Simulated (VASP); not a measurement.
# ZnSe (F-43m) in VASP: notebook

The runs below take ZnSe through single point, relaxation of cell and atoms, with PBE.

Program: VASP 6.6.1. These are calculated values, not measurements. Logs are shortened: lines on timing, memory, paths and dates and some standing lists are left out, and cuts for length are marked.

## 1. The cell of the first run

Symmetry: F-43m, No. 216, cubic system. The conventional cell has a = 5.665 Å, b = 5.665 Å, c = 5.665 Å, α = 90.00°, β = 90.00°, γ = 90.00°. Zn (site symmetry -43m) has 4 Se at 2.45 Å within 3.2 Å. Se (site symmetry -43m) has 4 Zn at 2.45 Å within 3.2 Å.

## 2. Single point, PBE

Input file INCAR:

```
PREC = Accurate
ENCUT = 520
EDIFF = 1E-6
ISMEAR = 0
SIGMA = 0.1
LREAL = False
LASPH = True
NELM = 80
ALGO = Normal
ISIF = 2
LWAVE = False
LCHARG = False
GGA = PE
NBANDS = 16
```

Input file KPOINTS:

```
Automatic mesh
0
Gamma
  6 6 6
```

Input file POSCAR:

```
ZnSe
1.0
    0.0000000000      2.8324425400      2.8324425400
    2.8324425400      0.0000000000      2.8324425400
    2.8324425400      2.8324425400      0.0000000000
Zn Se
1 1
Direct
    0.0000000000      0.0000000000      0.0000000000
    0.2500000000      0.2500000000      0.2500000000
```

Potentials or basis: VASP PAW PBE potentials, release 64 (Zn, Se).

Launch:

```console
$ cat potpaw_PBE.64/Zn/POTCAR potpaw_PBE.64/Se/POTCAR > POTCAR
$ mpirun -np 1 vasp_std > vasp.out
```

OUTCAR:

```text
PREC = Accurate
   ENCUT = 520
   EDIFF = 1E-6
   ISMEAR = 0
   LREAL = False
   LASPH = True
   NELM = 80
   ISIF = 2
   GGA = PE

 ion  position               nearest neighbor table
   1  0.000  0.000  0.000-   2 2.45   2 2.45   2 2.45   2 2.45
   2  0.250  0.250  0.250-   1 2.45   1 2.45   1 2.45   1 2.45

  LATTYP: Found a face centered cubic cell.
 ALAT       =     5.6648850800

  Lattice vectors:

 A1 = (   0.0000000000,   2.8324425400,   2.8324425400)
 A2 = (   2.8324425400,   0.0000000000,   2.8324425400)
 A3 = (   2.8324425400,   2.8324425400,   0.0000000000)

Analysis of symmetry for initial positions (statically):
=====================================================================
 Subroutine PRICEL returns:
 Original cell was already a primitive cell.

 Routine SETGRP: Setting up the symmetry group for a
 face centered cubic supercell.

 Subroutine GETGRP returns: Found 24 space group operations
 (whereof 24 operations were pure point group operations)
 out of a pool of 48 trial point group operations.

The static configuration has the point symmetry T_d .

Analysis of symmetry for dynamics (positions and initial velocities):
=====================================================================
 Subroutine PRICEL returns:
 Original cell was already a primitive cell.

 Routine SETGRP: Setting up the symmetry group for a
 face centered cubic supercell.

 Subroutine GETGRP returns: Found 24 space group operations
 (whereof 24 operations were pure point group operations)
 out of a pool of 48 trial point group operations.

The dynamic configuration has the point symmetry T_d .

 Subroutine INISYM returns: Found 24 space group operations
 (whereof 24 operations are pure point group operations),
 and found     1 'primitive' translations

----------------------------------------------------------------------------------------

                                     Primitive cell

  volume of cell :      45.4478

  direct lattice vectors                    reciprocal lattice vectors
     0.000000000  2.832442540  2.832442540    -0.176526088  0.176526088  0.176526088
     2.832442540  0.000000000  2.832442540     0.176526088 -0.176526088  0.176526088
     2.832442540  2.832442540  0.000000000     0.176526088  0.176526088 -0.176526088

  length of vectors
     4.005678655  4.005678655  4.005678655     0.305752153  0.305752153  0.305752153

  position of ions in fractional coordinates (direct lattice)
     0.000000000  0.000000000  0.000000000
     0.250000000  0.250000000  0.250000000

  ion indices of the primitive-cell ions
   primitive index   ion index
                 1           1
                 2           2

----------------------------------------------------------------------------------------

 KPOINTS: Automatic mesh

Automatic generation of k-mesh.
 Grid dimensions read from file:
 generate k-points for:    6    6    6

 Generating k-lattice:

  Cartesian coordinates                     Fractional coordinates (reciprocal lattice)
    -0.029421015  0.029421015  0.029421015     0.166666667  0.000000000  0.000000000
     0.029421015 -0.029421015  0.029421015     0.000000000  0.166666667  0.000000000
     0.029421015  0.029421015 -0.029421015     0.000000000  0.000000000  0.166666667

  Length of vectors
     0.050958692  0.050958692  0.050958692

  Shift w.r.t. Gamma in fractional coordinates (k-lattice)
     0.000000000  0.000000000  0.000000000

 Subroutine IBZKPT returns following result:
 ===========================================

 Found     16 irreducible k-points:

 Following reciprocal coordinates:
            Coordinates               Weight
  0.000000  0.000000  0.000000      1.000000
  0.166667  0.000000  0.000000      8.000000
  0.333333  0.000000  0.000000      8.000000
  0.500000  0.000000  0.000000      4.000000
  0.166667  0.166667  0.000000      6.000000
  0.333333  0.166667  0.000000     24.000000
[... 8 lines left out ...]
 -0.333333  0.333333  0.166667     24.000000
 -0.333333  0.500000  0.166667     12.000000
   k-points           NKPTS =     16   k-points in BZ     NKDIM =     16   number of bands    NBANDS=     16
   number of dos      NEDOS =    301   number of ions     NIONS =      2
   total plane-waves  NPLWV =  27000
   dimension x,y,z NGX =    30 NGY =   30 NGZ =   30
   dimension x,y,z NGXF=    60 NGYF=   60 NGZF=   60
   ions per type =               1   1
   NGX,Y,Z   is equivalent  to a cutoff of  12.45, 12.45, 12.45 a.u.
   NGXF,Y,Z  is equivalent  to a cutoff of  24.90, 24.90, 24.90 a.u.
 SYSTEM =  unknown system
   PREC   = accura    normal or accurate (medium, high low for compatibility)
   ISTART =      0    job   : 0-new  1-cont  2-samecut
   ICHARG =      2    charge: 1-file 2-atom 10-const
   ISPIN  =      1    spin polarized calculation?
   LNONCOLLINEAR =      F non collinear calculations
   LSORBIT =      F    spin-orbit coupling
   LASPH  =      T    aspherical Exc in radial PAW
   ENCUT  =  520.0 eV  38.22 Ry    6.18 a.u.   7.45  7.45  7.45*2*pi/ulx,y,z
   NELM   =     80;   NELMIN=  2; NELMDL= -5     # of ELM steps
   EDIFF  = 0.1E-05   stopping-criterion for ELM
   LREAL  =      F    real-space projection
[... 7 lines left out ...]
   TEBEG  =    0.0;   TEEND  =   0.0 temperature during run
   PSTRESS=    0.0 pullay stress
   NELECT =      18.0000    total number of electrons
   NUPDOWN=      -1.0000    fix difference up-down
   EMIN   =  10.00;   EMAX   =-10.00  energy-range for DOS
   EFERMI =   0.00;   METHOD = LEGACY
   ISMEAR =     0;   SIGMA  =   0.10  broadening in eV -4-tet -1-fermi 0-gaus
   EFERMI_NEDOS =   21; number of points for ismear=-14 and -15
   IALGO  =     38    algorithm
   IMIX   =      4    mixing-type and parameters
     AMIX     =   0.40;   BMIX     =  1.00
     AMIX_MAG =   1.60;   BMIX_MAG =  1.00
  volume/ion in A,a.u.               =      22.72       153.35
  Fermi-wavevector in a.u.,A,eV,Ry     =   1.202249  2.271922 19.665909  1.445404
  Thomas-Fermi vector in A             =   2.338036
   LORBIT       =      0    0 simple, 1 ext, 2 COOP (PROOUT), +10 PAW based schemes
   GGA     = PE    functional components
   LHFCALC =     F    Hartree Fock is set to
   AEXX    =    0.0000 exact exchange contribution
   IVDW    =     0    specifies the selected vdW correction
   LEPSILON=     F    determine dielectric tensor
   LRPA    =     F    only Hartree local field effects (RPA)
 non-spin polarized calculation
 Gauss-broadening in eV      SIGMA  =   0.10
  energy-cutoff  :      520.00
  volume of cell :       45.45
 maximum number of plane-waves:      1243
 NGX is ok and might be reduce to    30
   NGX = 15   NGY = 15   NGZ = 15

 number of electron      18.0000011 magnetization

 Free energy of the ion-electron system (eV)
  ---------------------------------------------------
  ext. energy  EPLUGINS =         0.00000000
  ---------------------------------------------------
  free energy    TOTEN  =        -6.01393153 eV

  energy without entropy =       -6.01393153  energy(sigma->0) =       -6.01393153

 E-fermi :   2.0582     XC(G=0):  -9.3267

 val. band max:        1.6290301088   @ k =   0.0000   0.0000   0.0000
 cond. band min:       2.9236356180   @ k =   0.0000   0.0000   0.0000
 fundamental gap:      1.2946055092
 Fermi energy:         2.0581835691

 k-point     1 :       0.0000    0.0000    0.0000
  band No.  band energies     occupation
      1     -11.6388      2.00000
      2      -4.9255      2.00000
      3      -4.9255      2.00000
      4      -4.9255      2.00000
      5      -4.5548      2.00000
      6      -4.5548      2.00000
[... 8 lines left out ...]
     15      13.0903      0.00000
     16      13.0903      0.00000

 k-point     2 :       0.1667    0.0000    0.0000
  band No.  band energies     occupation
      1     -11.4639      2.00000
      2      -4.9093      2.00000
      3      -4.8988      2.00000
      4      -4.8988      2.00000
      5      -4.5565      2.00000
      6      -4.5565      2.00000
[... 8 lines left out ...]
     15      12.0903      0.00000
     16      12.6525      0.00000

 k-point     3 :       0.3333    0.0000    0.0000
  band No.  band energies     occupation
      1     -11.0711      2.00000
      2      -4.8540      2.00000
      3      -4.8540      2.00000
      4      -4.7551      2.00000
      5      -4.5483      2.00000
      6      -4.5483      2.00000
[... 8 lines left out ...]
     15      12.6825      0.00000
     16      12.6825      0.00000

 k-point     4 :       0.5000    0.0000    0.0000
  band No.  band energies     occupation
      1     -10.8468      2.00000
      2      -4.8377      2.00000
      3      -4.8377      2.00000
      4      -4.5363      2.00000
      5      -4.5363      2.00000
      6      -4.3955      2.00000
[... 8 lines left out ...]
     15      14.7398      0.00000
     16      14.7398      0.00000

 k-point     5 :       0.1667    0.1667    0.0000
  band No.  band energies     occupation
      1     -11.4053      2.00000
      2      -4.9373      2.00000
      3      -4.8731      2.00000
      4      -4.8731      2.00000
      5      -4.5730      2.00000
      6      -4.5427      2.00000
[... 8 lines left out ...]
     15      13.4808      0.00000
     16      13.6611      0.00000

 k-point     6 :       0.3333    0.1667    0.0000
  band No.  band energies     occupation
      1     -11.0815      2.00000
      2      -4.8915      2.00000
      3      -4.8199      2.00000
      4      -4.7983      2.00000
      5      -4.5662      2.00000
      6      -4.5324      2.00000
[... 8 lines left out ...]
     15      13.8306      0.00000
     16      14.2028      0.00000
[... 115 lines left out ...]
 k-point    13 :       0.5000    0.5000    0.0000
  band No.  band energies     occupation
      1     -10.5777      2.00000
      2      -4.8944      2.00000
      3      -4.6718      2.00000
      4      -4.6718      2.00000
      5      -4.5063      2.00000
      6      -4.3750      2.00000
[... 8 lines left out ...]
     15      15.5628      0.00000
     16      16.0599      0.00000

 k-point    14 :       0.5000    0.3333    0.1667
  band No.  band energies     occupation
      1     -10.7983      2.00000
      2      -4.8331      2.00000
      3      -4.7866      2.00000
      4      -4.6856      2.00000
      5      -4.5384      2.00000
      6      -4.4882      2.00000
[... 8 lines left out ...]
     15      14.5185      0.00000
     16      15.9389      0.00000

 k-point    15 :      -0.3333    0.3333    0.1667
  band No.  band energies     occupation
      1     -10.6450      2.00000
      2      -4.8129      2.00000
      3      -4.7575      2.00000
      4      -4.5906      2.00000
      5      -4.5611      2.00000
      6      -4.3107      2.00000
[... 8 lines left out ...]
     15      14.6992      0.00000
     16      15.6548      0.00000

 k-point    16 :      -0.3333    0.5000    0.1667
  band No.  band energies     occupation
      1     -10.5739      2.00000
      2      -4.8281      2.00000
      3      -4.7084      2.00000
      4      -4.6356      2.00000
      5      -4.5404      2.00000
      6      -4.2828      2.00000
[... 8 lines left out ...]
     15      15.3924      0.00000
     16      15.8166      0.00000

------------------------ aborting loop because EDIFF is reached ----------------------------------------

  FORCE on cell =-STRESS in cart. coord.  units (eV):
  Direction    XX          YY          ZZ          XY          YZ          ZX
  --------------------------------------------------------------------------------------
  -------------------------------------------------------------------------------------
  Total        0.6999504      0.6999504      0.6999504      0.0000000      0.0000000      0.0000000
  in kB       24.6754196     24.6754196     24.6754196      0.0000000      0.0000000      0.0000000
  external PRESSURE =      24.6754196 kB  Pullay stress =       0.0000000 kB

 VOLUME and BASIS-vectors are now :
 -----------------------------------------------------------------------------
  energy-cutoff  :      520.00
  volume of cell :       45.45
      direct lattice vectors                 reciprocal lattice vectors
     0.000000000  2.832442540  2.832442540    -0.176526088  0.176526088  0.176526088
     2.832442540  0.000000000  2.832442540     0.176526088 -0.176526088  0.176526088
     2.832442540  2.832442540  0.000000000     0.176526088  0.176526088 -0.176526088

 POSITION                                       TOTAL-FORCE (eV/Angst)
 -----------------------------------------------------------------------------------
      0.00000      0.00000      0.00000        -0.000000     -0.000000     -0.000000
      1.41622      1.41622      1.41622         0.000000      0.000000      0.000000
 -----------------------------------------------------------------------------------
    total drift:                               -0.000001     -0.000001     -0.000001

  FREE ENERGIE OF THE ION-ELECTRON SYSTEM (eV)
  ---------------------------------------------------
  free  energy   TOTEN  =        -6.0139315250 eV

  energy  without entropy=       -6.0139315250  energy(sigma->0) =       -6.01393153
```

Run time: 14 s. Hardware: 1 thread of Intel Xeon Platinum 8488C (Sapphire Rapids), shared host; peak memory 0.17 GiB.

Results:

| Property | Result |
| --- | --- |
| Free energy | -6.0139 eV |
| Pressure | 2.5 GPa |
| Band gap on the k mesh | 1.29 eV |

## 3. Single point, PBE

This run uses another cell than the first one, of 23.55 Å³/atom.

Input file INCAR:

```
SYSTEM = ZnSe
  ALGO = Normal
  EDIFF = 1E-6
  ENCUT = 520
  GGA = PE
  ISIF = 2
  ISMEAR = 0
  LASPH = .TRUE.
  LCHARG = .TRUE.
  LELF = .TRUE.
  LREAL = .FALSE.
  LVHAR = .TRUE.
  LWAVE = .FALSE.
  NBANDS = 16
  NELM = 60
  PREC = Accurate
  SIGMA = 0.02
```

Input file KPOINTS:

```
k-points
0
G
  8 8 8
  0 0 0
```

Input file POSCAR:

```
ZnSe
1.0
    0.0000000000      2.8664359640      2.8664359640
    2.8664359640      0.0000000000      2.8664359640
    2.8664359640      2.8664359640      0.0000000000
Zn Se
1 1
Direct
    0.0000000000      0.0000000000      0.0000000000
    0.2500000000      0.2500000000      0.2500000000
```

Potentials or basis: VASP PAW PBE potentials, release 64 (Zn, Se).

Launch:

```console
$ cat potpaw_PBE.64/Zn/POTCAR potpaw_PBE.64/Se/POTCAR > POTCAR
$ mpirun -np 1 vasp_std > vasp.out
```

Run time: 30 s. Hardware: 1 thread of Intel Xeon Platinum 8488C (Sapphire Rapids), shared host; peak memory 0.17 GiB.

The run converged. Its results:

```yaml
Free_energy: -6.0325 eV
Pressure: 0.2 GPa
Band_gap_on_the_k_mesh: 1.15 eV
```

Levels at points of the mesh, in eV from the valence-band top:
```
           k point  band 5  band 6  band 7  band 8  band 9  band 10  band 11  band 12  band 13  band 14
(0.00, 0.00, 0.00)   -6.09   -6.09    0.00    0.00    0.00     1.15     5.81     5.81     5.81     9.80
(0.50, 0.00, 0.00)   -6.07   -5.94   -5.01   -0.82   -0.82     2.48     6.38     6.38     8.48    10.81
(0.50, 0.50, 0.00)   -6.04   -5.92   -4.61   -2.06   -2.06     3.06     3.46    10.49    11.01    11.01
```

(Continued in part 2 of 2.)
